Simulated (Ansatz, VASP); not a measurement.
Two plane-wave programs on Ir

```xyz
1
Lattice="0.0000 1.8863 1.8863 1.8863 0.0000 1.8863 1.8863 1.8863 0.0000" Properties=species:S:1:pos:R:3 pbc="T T T"
Ir    0.0000    0.0000    0.0000
```

Alike in both runs: task single point; functional BLYP; k mesh 22 × 22 × 22; occupations fermi-dirac, width 0.05 eV; collinear spin.

|  | VASP | Ansatz |
| --- | --- | --- |
| version | VASP 6.6.1 | Ansatz 0.2.0 |
| potentials or method | VASP PAW PBE potentials, release 64 (Ir), cutoff 520 eV | plane waves (420 eV) with PAW, scalar-relativistic |
| valence electrons in the cell | 9 | 17 |

```csv
,VASP,Ansatz,Ansatz less VASP
net moment per atom (μB),0.00,0.00,0.000
```

VASP's potentials were made for PBE, not for BLYP. VASP's potentials hold 9 valence electrons a cell and Ansatz's 17, so a difference there can come from the potentials and not from the codes. Ansatz's warnings: seeded moment not kept.

Neither program's run includes spin-orbit coupling.
